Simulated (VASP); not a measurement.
# Te (R-3m) in VASP: relaxation of cell and atoms with PBE

Aim: the relaxation of cell and atoms of Te with PBE.

All numbers are computed with VASP 6.6.1; they aren't measurements. Logs are shortened: lines on timing, memory, paths and dates and some standing lists are left out, and cuts for length are marked.

## (1) The cell of the first run

It takes space group R-3m (No. 166, trigonal). The conventional cell has a = 3.610 Å, b = 3.610 Å, c = 9.566 Å, α = 90.00°, β = 90.00°, γ = 120.00°. Te (site symmetry 3m) has 6 Te at 2.43 to 2.85 Å within 3.2 Å.

## (2) Relaxation of cell and atoms, PBE, target pressure 87 GPa, at which the enthalpy is minimised

File INCAR:

```
SYSTEM = Te
PREC = Accurate
ENCUT = 600
EDIFF = 1E-6
ISMEAR = -1
SIGMA = 0.08
LREAL = .FALSE.
LASPH = .TRUE.
NELM = 100
ALGO = Normal
ISIF = 3
LWAVE = .FALSE.
LCHARG = .FALSE.
GGA = PE
IBRION = 2
NSW = 60
EDIFFG = -0.005
PSTRESS = 870.0
```

File KPOINTS:

```
Automatic mesh
0
G
  13 13 13
  0 0 0
```

File POSCAR:

```
Te
1.0
    1.8048712064     -1.0420428769      3.1886057979
    0.0000000000      2.0840857537      3.1886057979
   -1.8048712064     -1.0420428769      3.1886057979
Te
2
Direct
    0.2320000000      0.2320000000      0.2320000000
   -0.2320000000     -0.2320000000     -0.2320000000
```

Potentials or basis: VASP PAW PBE potentials, release 64 (Te).

On the command line:

```sh
$ cat potpaw_PBE.64/Te/POTCAR > POTCAR
$ mpirun -np 1 vasp_std > vasp.out
```

OUTCAR:

```text
SYSTEM = Te
   PREC = Accurate
   ENCUT = 600
   EDIFF = 1E-6
   ISMEAR = -1
   LREAL = .FALSE.
   LASPH = .TRUE.
   NELM = 100
   ISIF = 3
   GGA = PE
   IBRION = 2
   NSW = 60
   EDIFFG = -0.005
   PSTRESS = 870.0

 ion  position               nearest neighbor table
   1  0.232  0.232  0.232-   2 2.43   2 2.43   2 2.43   2 2.85   2 2.85   2 2.85
   2  0.768  0.768  0.768-   1 2.43   1 2.43   1 2.43   1 2.85   1 2.85   1 2.85

  LATTYP: Found a trigonal (rhomboedric) cell.
 ALAT       =     3.8092808197
 COS(alpha) =     0.5510102270

  Lattice vectors:

 A1 = (   1.8048712064,  -1.0420428769,   3.1886057979)
 A2 = (   0.0000000000,   2.0840857537,   3.1886057979)
 A3 = (  -1.8048712064,  -1.0420428769,   3.1886057979)

Analysis of symmetry for initial positions (statically):
=====================================================================
 Subroutine PRICEL returns:
 Original cell was already a primitive cell.

 Routine SETGRP: Setting up the symmetry group for a
 trigonal (rhombohedral) supercell.

 Subroutine GETGRP returns: Found 12 space group operations
 (whereof 12 operations were pure point group operations)
 out of a pool of 12 trial point group operations.

The static configuration has the point symmetry D_3d.

Analysis of symmetry for dynamics (positions and initial velocities):
=====================================================================
 Subroutine PRICEL returns:
 Original cell was already a primitive cell.

 Routine SETGRP: Setting up the symmetry group for a
 trigonal (rhombohedral) supercell.

 Subroutine GETGRP returns: Found 12 space group operations
 (whereof 12 operations were pure point group operations)
 out of a pool of 12 trial point group operations.

The dynamic configuration has the point symmetry D_3d.

 Subroutine INISYM returns: Found 12 space group operations
 (whereof 12 operations are pure point group operations),
 and found     1 'primitive' translations

----------------------------------------------------------------------------------------

                                     Primitive cell

  volume of cell :      35.9819

  direct lattice vectors                    reciprocal lattice vectors
     1.804871206 -1.042042877  3.188605798     0.277028077 -0.159942235  0.104538897
     0.000000000  2.084085754  3.188605798     0.000000000  0.319884470  0.104538897
    -1.804871206 -1.042042877  3.188605798    -0.277028077 -0.159942235  0.104538897

  length of vectors
     3.809280820  3.809280820  3.809280820     0.336532993  0.336532993  0.336532993

  position of ions in fractional coordinates (direct lattice)
     0.232000000  0.232000000  0.232000000
     0.768000000  0.768000000  0.768000000

  ion indices of the primitive-cell ions
   primitive index   ion index
                 1           1
                 2           2

----------------------------------------------------------------------------------------

 KPOINTS: Automatic mesh

Automatic generation of k-mesh.
 Grid dimensions read from file:
 generate k-points for:   13   13   13

 Generating k-lattice:

  Cartesian coordinates                     Fractional coordinates (reciprocal lattice)
     0.021309852 -0.012303249  0.008041454     0.076923077 -0.000000000 -0.000000000
     0.000000000  0.024606498  0.008041454     0.000000000  0.076923077  0.000000000
    -0.021309852 -0.012303249  0.008041454    -0.000000000 -0.000000000  0.076923077

  Length of vectors
     0.025887153  0.025887153  0.025887153

  Shift w.r.t. Gamma in fractional coordinates (k-lattice)
     0.000000000  0.000000000  0.000000000

 Subroutine IBZKPT returns following result:
 ===========================================

 Found    231 irreducible k-points:

 Following reciprocal coordinates:
            Coordinates               Weight
  0.000000  0.000000  0.000000      1.000000
  0.076923  0.000000  0.000000      6.000000
  0.153846  0.000000  0.000000      6.000000
  0.230769  0.000000 -0.000000      6.000000
  0.307692  0.000000  0.000000      6.000000
  0.384615  0.000000 -0.000000      6.000000
[... 16 lines left out ...]
  0.384615  0.153846  0.000000     12.000000
  0.461538  0.153846 -0.000000     12.000000
 [... further k-points ...]
   k-points           NKPTS =    231   k-points in BZ     NKDIM =    231   number of bands    NBANDS=     10
   number of dos      NEDOS =    301   number of ions     NIONS =      2
   total plane-waves  NPLWV =  27000
   dimension x,y,z NGX =    30 NGY =   30 NGZ =   30
   dimension x,y,z NGXF=    60 NGYF=   60 NGZF=   60
   ions per type =               2
   NGX,Y,Z   is equivalent  to a cutoff of  13.09, 13.09, 13.09 a.u.
   NGXF,Y,Z  is equivalent  to a cutoff of  26.19, 26.19, 26.19 a.u.
 SYSTEM =  Te
   PREC   = accura    normal or accurate (medium, high low for compatibility)
   ISTART =      0    job   : 0-new  1-cont  2-samecut
   ICHARG =      2    charge: 1-file 2-atom 10-const
   ISPIN  =      1    spin polarized calculation?
   LNONCOLLINEAR =      F non collinear calculations
   LSORBIT =      F    spin-orbit coupling
   LASPH  =      T    aspherical Exc in radial PAW
   ENCUT  =  600.0 eV  44.10 Ry    6.64 a.u.   7.61  7.61  7.61*2*pi/ulx,y,z
   NELM   =    100;   NELMIN=  2; NELMDL= -5     # of ELM steps
   EDIFF  = 0.1E-05   stopping-criterion for ELM
   LREAL  =      F    real-space projection
   EDIFFG = -.5E-02   stopping-criterion for IOM
   NSW    =     60    number of steps for IOM
   IBRION =      2    ionic relax: 0-MD 1-quasi-New 2-CG
   NFREE  =      1    steps in history (QN), initial steepest desc. (CG)
   ISIF   =      3    stress and relaxation
   ISYM   =      2    0-nonsym 1-usesym 2-fastsym
   POTIM  = 0.5000    time-step for ionic-motion
   TEBEG  =    0.0;   TEEND  =   0.0 temperature during run
   PSTRESS=  870.0 pullay stress
   NELECT =      12.0000    total number of electrons
   NUPDOWN=      -1.0000    fix difference up-down
   EMIN   =  10.00;   EMAX   =-10.00  energy-range for DOS
   EFERMI =   0.00;   METHOD = LEGACY
   ISMEAR =    -1;   SIGMA  =   0.08  broadening in eV -4-tet -1-fermi 0-gaus
   EFERMI_NEDOS =   21; number of points for ismear=-14 and -15
   IALGO  =     38    algorithm
   IMIX   =      4    mixing-type and parameters
     AMIX     =   0.40;   BMIX     =  1.00
     AMIX_MAG =   1.60;   BMIX_MAG =  1.00
  volume/ion in A,a.u.               =      17.99       121.41
  Fermi-wavevector in a.u.,A,eV,Ry     =   1.135291  2.145389 17.536361  1.288886
  Thomas-Fermi vector in A             =   2.271996
   LORBIT       =      0    0 simple, 1 ext, 2 COOP (PROOUT), +10 PAW based schemes
   GGA     = PE    functional components
   LHFCALC =     F    Hartree Fock is set to
   AEXX    =    0.0000 exact exchange contribution
   IVDW    =     0    specifies the selected vdW correction
   LEPSILON=     F    determine dielectric tensor
   LRPA    =     F    only Hartree local field effects (RPA)
 conjugate gradient relaxation of ions
 non-spin polarized calculation
  energy-cutoff  :      600.00
  volume of cell :       35.98
 maximum number of plane-waves:      1220
   NGX = 15   NGY = 15   NGZ = 15

--------------------------------------- Ionic step        1  -------------------------------------------

 number of electron      11.9999999 magnetization

 Free energy of the ion-electron system (eV)
  ---------------------------------------------------
  ext. energy  EPLUGINS =         0.00000000
  ---------------------------------------------------
  free energy    TOTEN  =         1.33738700 eV

  energy without entropy =        1.36322590  energy(sigma->0) =        1.35030645

------------------------ aborting loop because EDIFF is reached ----------------------------------------

  FORCE on cell =-STRESS in cart. coord.  units (eV):
  Direction    XX          YY          ZZ          XY          YZ          ZX
  --------------------------------------------------------------------------------------
  -------------------------------------------------------------------------------------
  Total       27.9370341     27.9370341     24.3444974     -0.0000000     -0.0000000     -0.0000000
  in kB     1243.9616523   1243.9616523   1083.9955708     -0.0000000     -0.0000000     -0.0000000
  external PRESSURE =     320.6396251 kB  Pullay stress =     870.0000000 kB
[... 23 lines left out ...]
  enthalpy is  TOTEN    =        20.8759472251 eV   P V=       19.5385602235

--------------------------------------- Ionic step        2  -------------------------------------------

 number of electron      12.0000000 magnetization

 E-fermi :   8.2921     XC(G=0):  -9.7758

 val. band max:        8.2908453048   @ k =  -0.4615   0.0769   0.0000
 cond. band min:       8.2956965272   @ k =  -0.3077   0.2308   0.2308
 fundamental gap:      0.0048512224
 Fermi energy:         8.2921067108

 k-point     1 :       0.0000    0.0000    0.0000
  band No.  band energies     occupation
      1      -6.8374      2.00000
      2       0.3915      2.00000
      3       4.2356      2.00000
      4       4.2356      2.00000
      5       5.2408      2.00000
      6       8.1181      1.79596
      7       9.1110      0.00007
      8       9.1110      0.00007
      9      12.5098      0.00000
     10      12.5098      0.00000
[... 366 lines left out ...]
  FREE ENERGIE OF THE ION-ELECTRON SYSTEM (eV)
  ---------------------------------------------------
  free  energy   TOTEN  =        -2.8984381723 eV

  energy  without entropy=       -2.8772556476  energy(sigma->0) =       -2.88784691

  enthalpy is  TOTEN    =        19.5287685131 eV   P V=       22.4272066855

[... ionic steps 4 to 38 ...]

--------------------------------------- Ionic step       39  -------------------------------------------

 number of electron      11.9999999 magnetization

------------------------ aborting loop because EDIFF is reached ----------------------------------------

  FORCE on cell =-STRESS in cart. coord.  units (eV):
  Direction    XX          YY          ZZ          XY          YZ          ZX
  --------------------------------------------------------------------------------------
  -------------------------------------------------------------------------------------
  Total       18.6250237     18.6250237     18.6408042     -0.0000000     -0.0000000      0.0000000
  in kB      868.6358633    868.6358630    869.3718356     -0.0000000     -0.0000018      0.0000000
  external PRESSURE =      -1.1188127 kB  Pullay stress =     870.0000000 kB
[... 61 lines left out ...]
  enthalpy is  TOTEN    =        16.9070876084 eV   P V=       18.6453554169

--------------------------------------- Ionic step       41  -------------------------------------------

 number of electron      11.9999999 magnetization

 Free energy of the ion-electron system (eV)
  ---------------------------------------------------
  ext. energy  EPLUGINS =         0.00000000
  ---------------------------------------------------
  free energy    TOTEN  =        -1.74062871 eV

  energy without entropy =       -1.72375745  energy(sigma->0) =       -1.73219308

 E-fermi :  16.5292     XC(G=0): -12.4751

 val. band max:       16.5188379781   @ k =  -0.3077   0.0769   0.0769
 cond. band min:      16.5345186628   @ k =  -0.4615   0.0769   0.0769
 fundamental gap:      0.0156806848
 Fermi energy:        16.5291990028

 k-point     1 :       0.0000    0.0000    0.0000
  band No.  band energies     occupation
      1      -2.6645      2.00000
      2       3.4563      2.00000
      3       5.9325      2.00000
      4      20.2682      0.00000
      5      20.2682      0.00000
      6      23.0465      0.00000
      7      23.0830      0.00000
      8      23.0830      0.00000
      9      25.2529      0.00000
     10      25.7526      0.00000
[... 328 lines left out ...]
  FREE ENERGIE OF THE ION-ELECTRON SYSTEM (eV)
  ---------------------------------------------------
  free  energy   TOTEN  =        -1.7406287149 eV

  energy  without entropy=       -1.7237574499  energy(sigma->0) =       -1.73219308

  enthalpy is  TOTEN    =        16.9070864558 eV   P V=       18.6477151707

 reached required accuracy - stopping structural energy minimisation
```

Run time: 49 min. Hardware: 1 thread of Oxide Virtual Turin-like, shared host; peak memory 0.24 GiB.

What came out:

```
Free energy                                                : -1.7406 eV
Relaxed volume                                             : 17.17 Å³/atom
Relaxed cell                                               : a = 5.019 Å, b = 5.019 Å, c = 5.019 Å, α = 33.52°, β = 33.52°, γ = 33.52°
Space group after relaxing (to 0.1 Å)                      : Fm-3m (No. 225)
Energy change on relaxing (the run minimises the enthalpy) : -1539.0 meV/atom
Ionic steps                                                : 41
Pressure after relaxing                                    : 87.0 GPa
Largest force after relaxing                               : 0.004 eV/Å
Band gap on the k mesh                                     : zero (bands 6 and 7 overlap by 10.64 eV)
```

Forces in eV/Å, atoms in the order of the input:
```
Te   0.000  0.000 -0.004
Te   0.000  0.000  0.004
```

The path:
| step | energy change (eV) | largest force (eV/Å) | pressure (GPa) | volume (Å³) |
| --- | --- | --- | --- | --- |
| 1 | 0.0000 | 8.2518 | 119.06 | 35.98 |
| 3 | -4.2358 | 1.4129 | 64.46 | 41.30 |
| 5 | -3.6560 | 2.4339 | 72.75 | 40.14 |
| 7 | -2.7028 | 0.3745 | 89.47 | 37.94 |
| 9 | -3.1425 | 1.1773 | 82.89 | 38.58 |
| 11 | -3.4188 | 2.3490 | 78.16 | 39.03 |
| 13 | -3.6109 | 3.8995 | 75.45 | 39.10 |
| 15 | -3.0666 | 7.6834 | 80.17 | 37.75 |
| 17 | -3.5293 | 6.5735 | 74.17 | 38.44 |
| 19 | -3.2794 | 6.3289 | 76.55 | 37.25 |
| 21 | -3.3437 | 4.8917 | 77.95 | 36.37 |
| 23 | -1.5149 | 2.8536 | 117.61 | 32.49 |
| 25 | -2.6493 | 0.8379 | 95.36 | 33.87 |
| 27 | -3.3377 | 0.1204 | 81.35 | 35.01 |
| 29 | -2.8353 | 0.6491 | 91.88 | 33.93 |
| 31 | -2.8704 | 0.6012 | 91.14 | 33.99 |
| 33 | -2.9636 | 0.5509 | 89.31 | 34.15 |
| 35 | -3.1575 | 0.2369 | 85.38 | 34.49 |
| 37 | -3.0752 | 0.0136 | 87.09 | 34.34 |
| 39 | -3.0846 | 0.0058 | 86.89 | 34.35 |
| 41 | -3.0780 | 0.0044 | 87.03 | 34.34 |

Final structure:
```xyz
2
Lattice="1.4474 -0.8356 4.7322 0.0000 1.6713 4.7322 -1.4474 -0.8356 4.7322" Properties=species:S:1:pos:R:3 pbc="T T T"
Te    0.0000    0.0000    3.5493
Te    0.0000    0.0000   10.6473
```

Caveat: the cell is relaxed towards a set pressure, so the run minimises the enthalpy, not the energy; a cell axis changed by over 15 % at a fixed basis, so the end point is rough; spin-orbit coupling is left out, which moves the levels of the heavy elements.
